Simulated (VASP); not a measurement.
InSb: electric field gradients with PBE

InSb:

```
In Sb
1.0
     5.46414    0.00000    0.00000
     0.00000    5.82624    0.00000
     0.00000    0.00000    3.06300
In Sb
2 2
Direct
  0.00000 0.00000 0.00000
  0.50000 0.50000 0.00000
  0.50000 0.00000 0.83500
  0.00000 0.50000 0.16500
```

This cell differs from its parent crystal: equal xx and yy strain of +2 %.

| Quantity | Value |
| --- | --- |
| Program | VASP 6.6.1 |
| Task | electric field gradients |
| Functional | PBE |
| Potentials or basis | VASP PAW PBE potentials, release 64 (In_d, Sb) |
| Cutoff | 520 eV |
| k mesh | 6 × 6 × 11 |
| Occupations | fermi-dirac, width 0.08 eV |
| Spin | no spin polarisation |
| Dipole correction | no |
| Further INCAR settings | ALGO = Normal; EDIFF = 1e-08; NBANDS = 26 |

* Pressure: 13.0 GPa
* Largest force: 0.566 eV/Å
* Band gap on the k mesh: zero (bands 18 and 19 overlap by 2.94 eV)
* Largest electric field gradient by atom: In -71.6; Sb +146.6 V/Å²

Forces in eV/Å, atoms in the order of the input:
```
In   0.000  0.000  0.214
In   0.000  0.000 -0.214
Sb   0.000  0.000 -0.566
Sb   0.000  0.000  0.566
```

Stress tensor (GPa, compression positive):
```
22.24  0.00  0.00
 0.00  9.80  0.00
 0.00  0.00  7.03
```

Levels at points of the mesh, in eV from the Fermi level:
```
           k point  band 14  band 15  band 16  band 17  band 18  band 19  band 20  band 21  band 22  band 23
(0.00, 0.00, 0.00)    -5.61    -5.55    -2.96    -2.93    -2.19     3.02     4.49     4.55     5.96     7.46
(0.50, 0.00, 0.00)    -6.72    -4.30    -4.30     0.81     0.81     3.99     3.99     4.76     4.76     6.33
(0.00, 0.50, 0.00)    -5.91    -4.50    -4.50    -0.48    -0.48     3.53     3.53     4.68     4.68     6.23
(0.50, 0.50, 0.00)    -8.36    -0.56    -0.56     1.20     1.20     2.23     2.23     2.41     2.41     4.80
```

Electric field gradients, principal values (V/Å²):
```tsv
atom	least	middle	greatest (by size)
1 In	17.686	53.901	-71.587
2 In	17.686	53.901	-71.587
3 Sb	-72.248	-74.334	146.582
4 Sb	-72.248	-74.334	146.582
```

Run time: 5.1 min on 1 thread of Intel Xeon 8259CL, with other jobs on the host, peak memory 0.36 GiB.

Caveat: the cell differs from its parent crystal (equal xx and yy strain of +2 %); the cell stands under pressure; without QUAD_EFG the Cq values of the log hold for a quadrupole moment of 1 mb, not for the nuclei; spin-orbit coupling is left out, which moves the levels of the heavy elements.
